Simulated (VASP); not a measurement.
# LiF in VASP: further runs

Runs on LiF. Level: LDA. Tasks: electric field gradients.

All numbers are computed with VASP 6.6.1; they aren't measurements. Logs are shortened: lines on timing, memory, paths and dates and some standing lists are left out, and cuts for length are marked.

## (1) The cell of the first run

Symmetry: I4/mmm, No. 139, tetragonal system. Conventional cell: a = 2.848 Å, b = 2.848 Å, c = 3.907 Å, α = 90.00°, β = 90.00°, γ = 90.00°. Li (site symmetry 4/mmm) has 6 F at 1.95 to 2.01 Å within 2.6 Å. Within 2.6 Å of F (site symmetry 4/mmm) lie 6 Li at 1.95 to 2.01 Å.

## (2) Electric field gradients, LDA (zz strain of -3 %)

The input, INCAR:

```
PREC = Accurate
ENCUT = 520
EDIFF = 1E-8
ISMEAR = -1
SIGMA = 0.03
LREAL = False
LASPH = True
NELM = 80
ALGO = Normal
ISIF = 2
LWAVE = False
LCHARG = False
LEFG = True
NBANDS = 12
```

The input, KPOINTS:

```
Automatic mesh
0
Gamma
  10 10 10
```

The input, POSCAR:

```
LiF
1.0
    0.0000000000      2.0140000000      1.9535800000
    2.0140000000      0.0000000000      1.9535800000
    2.0140000000      2.0140000000      0.0000000000
Li F
1 1
Direct
    0.0000000000      0.0000000000      0.0000000000
    0.5000000000      0.5000000000      0.5000000000
```

Potentials or basis: VASP PAW LDA potentials, release 64 (Li_sv, F).

Launch:

```sh
$ cat potpaw_LDA.64/Li_sv/POTCAR potpaw_LDA.64/F/POTCAR > POTCAR
$ mpirun -np 1 vasp_std > vasp.out
```

OUTCAR:

```text
PREC = Accurate
   ENCUT = 520
   EDIFF = 1E-8
   ISMEAR = -1
   LREAL = False
   LASPH = True
   NELM = 80
   ISIF = 2

 ion  position               nearest neighbor table
   1  0.000  0.000  0.000-   2 1.95   2 1.95   2 2.01   2 2.01   2 2.01   2 2.01
   2  0.500  0.500  0.500-   1 1.95   1 1.95   1 2.01   1 2.01   1 2.01   1 2.01

  LATTYP: Found a body centered tetragonal cell.
 ALAT       =     2.8482261146
 C/A-ratio  =     1.3717871555

  Lattice vectors:

 A1 = (   0.0000000000,  -2.0140000000,  -1.9535800000)
 A2 = (   0.0000000000,   2.0140000000,  -1.9535800000)
 A3 = (   2.0140000000,   0.0000000000,   1.9535800000)

Analysis of symmetry for initial positions (statically):
=====================================================================
 Subroutine PRICEL returns:
 Original cell was already a primitive cell.

 Routine SETGRP: Setting up the symmetry group for a
 body centered tetragonal supercell.

 Subroutine GETGRP returns: Found 16 space group operations
 (whereof 16 operations were pure point group operations)
 out of a pool of 16 trial point group operations.

The static configuration has the point symmetry D_4h.

Analysis of symmetry for dynamics (positions and initial velocities):
=====================================================================
 Subroutine PRICEL returns:
 Original cell was already a primitive cell.

 Routine SETGRP: Setting up the symmetry group for a
 body centered tetragonal supercell.

 Subroutine GETGRP returns: Found 16 space group operations
 (whereof 16 operations were pure point group operations)
 out of a pool of 16 trial point group operations.

The dynamic configuration has the point symmetry D_4h.

 Subroutine INISYM returns: Found 16 space group operations
 (whereof 16 operations are pure point group operations),
 and found     1 'primitive' translations

----------------------------------------------------------------------------------------

                                     Primitive cell

  volume of cell :      15.8482

  direct lattice vectors                    reciprocal lattice vectors
     0.000000000  2.014000000  1.953580000    -0.248262165  0.248262165  0.255940376
     2.014000000  0.000000000  1.953580000     0.248262165 -0.248262165  0.255940376
     2.014000000  2.014000000  0.000000000     0.248262165  0.248262165 -0.255940376

  length of vectors
     2.805828009  2.805828009  2.848226115     0.434480933  0.434480933  0.434480933

  position of ions in fractional coordinates (direct lattice)
     0.000000000  0.000000000  0.000000000
     0.500000000  0.500000000  0.500000000

  ion indices of the primitive-cell ions
   primitive index   ion index
                 1           1
                 2           2

----------------------------------------------------------------------------------------

 KPOINTS: Automatic mesh

Automatic generation of k-mesh.
 Grid dimensions read from file:
 generate k-points for:   10   10   10

 Generating k-lattice:

  Cartesian coordinates                     Fractional coordinates (reciprocal lattice)
    -0.024826216  0.024826216  0.025594038     0.100000000  0.000000000  0.000000000
     0.024826216 -0.024826216  0.025594038     0.000000000  0.100000000  0.000000000
     0.024826216  0.024826216 -0.025594038     0.000000000  0.000000000  0.100000000

  Length of vectors
     0.043448093  0.043448093  0.043448093

  Shift w.r.t. Gamma in fractional coordinates (k-lattice)
     0.000000000  0.000000000  0.000000000

 Subroutine IBZKPT returns following result:
 ===========================================

 Found    102 irreducible k-points:

 Following reciprocal coordinates:
            Coordinates               Weight
  0.000000  0.000000  0.000000      1.000000
  0.100000  0.000000  0.000000      8.000000
  0.200000  0.000000  0.000000      8.000000
  0.300000  0.000000  0.000000      8.000000
  0.400000  0.000000  0.000000      8.000000
  0.500000  0.000000  0.000000      4.000000
[... 16 lines left out ...]
  0.300000  0.300000  0.000000      2.000000
  0.400000  0.300000  0.000000      8.000000
 [... further k-points ...]
   k-points           NKPTS =    102   k-points in BZ     NKDIM =    102   number of bands    NBANDS=     12
   number of dos      NEDOS =    301   number of ions     NIONS =      2
   total plane-waves  NPLWV =  13824
   dimension x,y,z NGX =    24 NGY =   24 NGZ =   24
   dimension x,y,z NGXF=    48 NGYF=   48 NGZF=   48
   ions per type =               1   1
   NGX,Y,Z   is equivalent  to a cutoff of  14.22, 14.22, 14.01 a.u.
   NGXF,Y,Z  is equivalent  to a cutoff of  28.44, 28.44, 28.02 a.u.
 SYSTEM =  unknown system
   PREC   = accura    normal or accurate (medium, high low for compatibility)
   ISTART =      0    job   : 0-new  1-cont  2-samecut
   ICHARG =      2    charge: 1-file 2-atom 10-const
   ISPIN  =      1    spin polarized calculation?
   LNONCOLLINEAR =      F non collinear calculations
   LSORBIT =      F    spin-orbit coupling
   LASPH  =      T    aspherical Exc in radial PAW
   ENCUT  =  520.0 eV  38.22 Ry    6.18 a.u.   5.22  5.22  5.30*2*pi/ulx,y,z
   NELM   =     80;   NELMIN=  2; NELMDL= -5     # of ELM steps
   EDIFF  = 0.1E-07   stopping-criterion for ELM
   LREAL  =      F    real-space projection
   EDIFFG = 0.1E-06   stopping-criterion for IOM
   NSW    =      0    number of steps for IOM
   IBRION =     -1    ionic relax: 0-MD 1-quasi-New 2-CG
   NFREE  =      0    steps in history (QN), initial steepest desc. (CG)
   ISIF   =      2    stress and relaxation
   ISYM   =      2    0-nonsym 1-usesym 2-fastsym
   POTIM  = 0.5000    time-step for ionic-motion
   TEBEG  =    0.0;   TEEND  =   0.0 temperature during run
   PSTRESS=    0.0 pullay stress
   NELECT =      10.0000    total number of electrons
   NUPDOWN=      -1.0000    fix difference up-down
   EMIN   =  10.00;   EMAX   =-10.00  energy-range for DOS
   EFERMI =   0.00;   METHOD = LEGACY
   ISMEAR =    -1;   SIGMA  =   0.03  broadening in eV -4-tet -1-fermi 0-gaus
   EFERMI_NEDOS =   21; number of points for ismear=-14 and -15
   IALGO  =     38    algorithm
   IMIX   =      4    mixing-type and parameters
     AMIX     =   0.40;   BMIX     =  1.00
     AMIX_MAG =   1.60;   BMIX_MAG =  1.00
  volume/ion in A,a.u.               =       7.92        53.47
  Fermi-wavevector in a.u.,A,eV,Ry     =   1.404154  2.653467 26.825912  1.971649
  Thomas-Fermi vector in A             =   2.526744
   LORBIT       =      0    0 simple, 1 ext, 2 COOP (PROOUT), +10 PAW based schemes
   GGA     = CA    functional components
   LHFCALC =     F    Hartree Fock is set to
   AEXX    =    0.0000 exact exchange contribution
   IVDW    =     0    specifies the selected vdW correction
   LEPSILON=     F    determine dielectric tensor
   LRPA    =     F    only Hartree local field effects (RPA)
 non-spin polarized calculation
  energy-cutoff  :      520.00
  volume of cell :       15.85
 maximum number of plane-waves:       437
 NGX is ok and might be reduce to    24
   NGX = 11   NGY = 11   NGZ = 11

 number of electron      10.0000000 magnetization

 number of electron       9.9999994 magnetization

 Free energy of the ion-electron system (eV)
  ---------------------------------------------------
  ext. energy  EPLUGINS =         0.00000000
  ---------------------------------------------------
  free energy    TOTEN  =       -10.48566092 eV

  energy without entropy =      -10.48566092  energy(sigma->0) =      -10.48566092

 E-fermi :  -0.4635     XC(G=0): -10.8214

 val. band max:       -1.0822558474   @ k =   0.0000   0.0000   0.0000
 cond. band min:       8.0028327146   @ k =   0.0000   0.0000   0.0000
 fundamental gap:      9.0850885620
 Fermi energy:        -0.4635210317

 k-point     1 :       0.0000    0.0000    0.0000
  band No.  band energies     occupation
      1     -40.7974      2.00000
      2     -20.7610      2.00000
      3      -1.1662      2.00000
      4      -1.0823      2.00000
      5      -1.0823      2.00000
      6       8.0028      0.00000
      7      22.5067      0.00000
      8      22.5067      0.00000
      9      23.0201      0.00000
     10      23.0201      0.00000
     11      23.2443      0.00000
     12      23.2859      0.00000
[... 331 lines left out ...]
 k-point    24 :       0.4000    0.3000    0.0000
  band No.  band energies     occupation
      1     -40.7126      2.00000
      2     -20.1633      2.00000
      3      -3.5732      2.00000
      4      -2.0862      2.00000
      5      -1.9771      2.00000
      6      12.1082      0.00000
      7      15.2119      0.00000
      8      17.5156      0.00000
      9      18.6069      0.00000
     10      19.6836      0.00000
     11      33.4621      0.00000
     12      33.6582      0.00000

 [... further k-points ...]
[... 5 lines left out ...]
  --------------------------------------------------------------------------------------
  -------------------------------------------------------------------------------------
  Total       -0.5431095     -0.5431095     -0.2999238      0.0000000      0.0000000      0.0000000
  in kB      -54.9057573    -54.9057573    -30.3208552      0.0000000      0.0000000      0.0000000
  external PRESSURE =     -46.7107899 kB  Pullay stress =       0.0000000 kB

 VOLUME and BASIS-vectors are now :
 -----------------------------------------------------------------------------
  energy-cutoff  :      520.00
  volume of cell :       15.85
      direct lattice vectors                 reciprocal lattice vectors
     0.000000000  2.014000000  1.953580000    -0.248262165  0.248262165  0.255940376
     2.014000000  0.000000000  1.953580000     0.248262165 -0.248262165  0.255940376
     2.014000000  2.014000000  0.000000000     0.248262165  0.248262165 -0.255940376

 POSITION                                       TOTAL-FORCE (eV/Angst)
 -----------------------------------------------------------------------------------
      0.00000      0.00000      0.00000         0.000000      0.000000      0.000000
      2.01400      2.01400      1.95358         0.000000     -0.000000     -0.000000
 -----------------------------------------------------------------------------------
    total drift:                               -0.000000     -0.000000      0.000000

  FREE ENERGIE OF THE ION-ELECTRON SYSTEM (eV)
  ---------------------------------------------------
  free  energy   TOTEN  =       -10.4856609231 eV

  energy  without entropy=      -10.4856609231  energy(sigma->0) =      -10.48566092

 Electric field gradients (V/A^2)
---------------------------------------------------------------------
 ion       V_xx      V_yy      V_zz      V_xy      V_xz      V_yz
---------------------------------------------------------------------
   1       0.062     0.062    -0.124    -0.000     0.000     0.000
   2       0.780     0.780    -1.559     0.000     0.002     0.002
---------------------------------------------------------------------

 Electric field gradients after diagonalization (V/A^2)
 (convention: |V_zz| > |V_xx| > |V_yy|)
----------------------------------------------------------------------
 ion       V_xx      V_yy      V_zz     asymmetry (V_yy - V_xx)/ V_zz
----------------------------------------------------------------------
   1       0.062     0.062    -0.124       0.004
   2       0.780     0.779    -1.559       0.000
----------------------------------------------------------------------

           NMR quadrupolar parameters

 Cq : quadrupolar parameter    Cq=e*Q*V_zz/h
 eta: asymmetry parameters     (V_yy - V_xx)/ V_zz
 Q  : nuclear electric quadrupole moment in mb (millibarn)
----------------------------------------------------------------------
 ion       Cq(MHz)       eta       Q (mb)
----------------------------------------------------------------------
   1      -0.000       0.004       1.000
   2      -0.004       0.000       1.000
----------------------------------------------------------------------
```

Run time: 12 s. Hardware: 1 thread of Intel Xeon Platinum 8259CL at 2.50GHz (Skylake/Cascade Lake), shared host; peak memory 0.13 GiB.

What came out:

* Free energy: -10.4857 eV
* Band gap on the k mesh: 9.09 eV, direct

Levels at points of the mesh, in eV from the valence-band top:
```tsv
k point	band 2	band 3	band 4	band 5	band 6	band 7	band 8	band 9
(0.00, 0.00, 0.00)	-19.68	-0.08	0.00	0.00	9.09	23.59	23.59	24.10
(0.50, 0.00, 0.00)	-19.21	-2.70	-0.30	-0.24	10.50	16.71	18.35	18.92
(0.50, 0.50, 0.00)	-18.87	-3.26	-1.17	-1.17	15.06	15.87	17.52	19.80
(0.50, 0.00, 0.50)	-18.91	-3.29	-1.18	-0.97	14.49	16.29	17.47	20.00
```

Electric field gradients, principal values (V/Å²):
```tsv
atom	least	middle	greatest (by size)
1 Li	0.062	0.062	-0.124
2 F	0.779	0.780	-1.559
```

Caveat: the cell differs from its parent crystal (zz strain of -3 %); the cutoff is under 1.25 times the usual one of these potentials, so pressure, stress and relaxed cells hold a basis-set (Pulay) error; without QUAD_EFG the Cq values of the log hold for a quadrupole moment of 1 mb, not for the nuclei. A k mesh can miss the band edges.

## (3) Electric field gradients, LDA (equal xx and yy strain of +3 %)

The input, INCAR:

```
SYSTEM = LiF
  ALGO = Normal
  EDIFF = 1E-8
  ENCUT = 520
  ISIF = 2
  ISMEAR = -1
  LASPH = .TRUE.
  LCHARG = .FALSE.
  LEFG = .TRUE.
  LREAL = .FALSE.
  LWAVE = .FALSE.
  NBANDS = 12
  NELM = 60
  PREC = Accurate
  SIGMA = 0.03
```

The input, KPOINTS:

```
k-points
0
G
  10 10 10
  0 0 0
```

The input, POSCAR:

```
LiF
1.0
    0.0000000000      2.0744200000      2.0140000000
    2.0744200000      0.0000000000      2.0140000000
    2.0744200000      2.0744200000      0.0000000000
Li F
1 1
Direct
    0.0000000000      0.0000000000      0.0000000000
    0.5000000000      0.5000000000      0.5000000000
```

Potentials or basis: VASP PAW LDA potentials, release 64 (Li_sv, F).

Launch:

```sh
$ cat potpaw_LDA.64/Li_sv/POTCAR potpaw_LDA.64/F/POTCAR > POTCAR
$ mpirun -np 1 vasp_std > vasp.out
```

OUTCAR:

```text
SYSTEM = LiF
   EDIFF = 1E-8
   ENCUT = 520
   ISIF = 2
   ISMEAR = -1
   LASPH = .TRUE.
   LREAL = .FALSE.
   NELM = 60
   PREC = Accurate

 ion  position               nearest neighbor table
   1  0.000  0.000  0.000-   2 2.01   2 2.01   2 2.07   2 2.07   2 2.07   2 2.07
   2  0.500  0.500  0.500-   1 2.01   1 2.01   1 2.07   1 2.07   1 2.07   1 2.07

  LATTYP: Found a body centered tetragonal cell.
 ALAT       =     2.9336728981
 C/A-ratio  =     1.3730228761

  Lattice vectors:

 A1 = (   0.0000000000,  -2.0744200000,  -2.0140000000)
 A2 = (   0.0000000000,   2.0744200000,  -2.0140000000)
 A3 = (   2.0744200000,   0.0000000000,   2.0140000000)
[... 572 lines left out ...]
  free  energy   TOTEN  =       -10.4219265796 eV

  energy  without entropy=      -10.4219265796  energy(sigma->0) =      -10.42192658

 Electric field gradients (V/A^2)
---------------------------------------------------------------------
 ion       V_xx      V_yy      V_zz      V_xy      V_xz      V_yz
---------------------------------------------------------------------
   1       0.079     0.079    -0.159    -0.002    -0.003    -0.003
   2       0.385     0.385    -0.770    -0.001    -0.003    -0.003
---------------------------------------------------------------------

 Electric field gradients after diagonalization (V/A^2)
 (convention: |V_zz| > |V_xx| > |V_yy|)
----------------------------------------------------------------------
 ion       V_xx      V_yy      V_zz     asymmetry (V_yy - V_xx)/ V_zz
----------------------------------------------------------------------
   1       0.081     0.078    -0.159       0.020
   2       0.386     0.384    -0.770       0.003
----------------------------------------------------------------------

           NMR quadrupolar parameters

 Cq : quadrupolar parameter    Cq=e*Q*V_zz/h
 eta: asymmetry parameters     (V_yy - V_xx)/ V_zz
 Q  : nuclear electric quadrupole moment in mb (millibarn)
----------------------------------------------------------------------
 ion       Cq(MHz)       eta       Q (mb)
----------------------------------------------------------------------
   1      -0.000       0.020       1.000
   2      -0.002       0.003       1.000
----------------------------------------------------------------------
```

stdout:

```text
POSCAR found type information on POSCAR LiF
 POSCAR found :  2 types and       2 ions
 scaLAPACK will be used
 LDA part: xc-table for (Slater(with rela. corr.)+CA(PZ))
 , standard interpolation
 POSCAR, INCAR and KPOINTS ok, starting setup
 FFT: planning ... GRIDC
 FFT: planning ... GRID_SOFT
 FFT: planning ... GRID
 WAVECAR not read
 entering main loop
ion   1

ion   2
```

Run time: 12 s. Hardware: 1 thread of Intel Xeon Platinum 8259CL at 2.50GHz (Skylake/Cascade Lake), shared host; peak memory 0.13 GiB.

Results:

```
Free energy            : -10.4219 eV
Band gap on the k mesh : 8.30 eV, direct
```

Levels at points of the mesh, in eV from the valence-band top:
```
           k point  band 1  band 2  band 3  band 4  band 5  band 6  band 7  band 8  band 9  band 10
(0.00, 0.00, 0.00)  -39.90  -19.43   -0.08    0.00    0.00    8.30   22.48   22.48   23.12    23.24
(0.50, 0.00, 0.00)  -39.85  -19.03   -2.43   -0.26   -0.21   10.05   15.67   17.69   18.21    28.77
(0.50, 0.50, 0.00)  -39.83  -18.76   -2.87   -1.02   -1.02   14.21   15.48   16.47   18.81    18.81
(0.50, 0.00, 0.50)  -39.84  -18.80   -2.90   -1.03   -0.85   13.69   15.87   16.39   19.00    19.43
```

Electric field gradients, principal values (V/Å²):
```tsv
atom	least	middle	greatest (by size)
1 Li	0.078	0.081	-0.159
2 F	0.384	0.386	-0.770
```

Caveat: the cell differs from its parent crystal (equal xx and yy strain of +3 %); the cutoff is under 1.25 times the usual one of these potentials, so pressure, stress and relaxed cells hold a basis-set (Pulay) error; without QUAD_EFG the Cq values of the log hold for a quadrupole moment of 1 mb, not for the nuclei.

(Continued in part 2 of 2.)
